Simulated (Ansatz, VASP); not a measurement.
## MoS2: VASP beside Ansatz

The input INCAR:

```
PREC = Accurate ; ENCUT = 520
EDIFF = 1E-6 ; ISMEAR = 0
SIGMA = 0.05 ; LREAL = F
LASPH = T ; NELM = 100
ALGO = Normal ; ISIF = 2
LWAVE = F ; LCHARG = F
GGA = PE ; NBANDS = 35
```

File KPOINTS:

```
regular mesh
0
Gamma
  12 12 2
```

Contents of POSCAR:

```
MoS2
1.0
    3.1855822578      0.0000000000      0.0000000000
   -1.5927911289      2.8829409433      0.0000000000
    0.0000000000      0.0000000000     14.5104515858
Mo S
2 4
Direct
    0.3333333333      0.6666666667      0.2500000000
    0.6666666667      0.3333333333      0.7500000000
    0.3333333333      0.6666666667      0.6423151295
    0.6666666667      0.3333333333      0.1423151295
    0.3333333333      0.6666666667      0.8576848705
    0.6666666667      0.3333333333      0.3576848705
```

Input for Ansatz:

```yaml
crystal:
  lattice:
    - [3.1855822578, 0.0, 0.0]
    - [-1.5927911289, 2.8829409433, 0.0]
    - [0.0, 0.0, 14.5104515858]
  atoms:
    - { symbol: Mo, position: [0.3333333333, 0.6666666667, 0.25] }
    - { symbol: Mo, position: [0.6666666667, 0.3333333333, 0.75] }
    - { symbol: S, position: [0.3333333333, 0.6666666667, 0.6423151295] }
    - { symbol: S, position: [0.6666666667, 0.3333333333, 0.1423151295] }
    - { symbol: S, position: [0.3333333333, 0.6666666667, 0.8576848705] }
    - { symbol: S, position: [0.6666666667, 0.3333333333, 0.3576848705] }
basis:
  ecutwfc: 420
kpoints:
  mp_grid: { grid: [12, 12, 2] }
hamiltonian:
  xc: pbe
scf:
  occupations: { method: gaussian, width: 0.05 }
output:
  forces: true
  stress: true
  eigenvalues: true
```

Change from the starting cell: strain +0.0450 x Voigt [0, 1, 0, 0, 0, 0], atoms carried along.

Alike in both runs: task single point; functional PBE; k mesh 12 × 12 × 2; occupations gaussian, width 0.05 eV; no spin polarisation.

|  | VASP | Ansatz |
| --- | --- | --- |
| version | VASP 6.6.1 | Ansatz 0.2.0 |
| potentials or method | VASP PAW PBE potentials, release 64 (Mo_sv, S), cutoff 520 eV | scalar-relativistic, plane waves, PAW |
| valence electrons in the cell | 52 | 52 |

```tsv
	VASP	Ansatz	Ansatz less VASP
gap on the k mesh at the Fermi level (eV)	1.10	1.09	-0.012
least direct gap on the mesh (eV)	1.46	1.46	-0.003
pressure (GPa)	-4.7	-4.6	+0.09
traceless stress, the component that is largest in VASP (GPa)	-3.53	-3.54	-0.012
rms of the force components (eV/Å)	0.206	0.202	-0.0039
```

Atom by atom the forces differ by 0.004 eV/Å (rms over components).
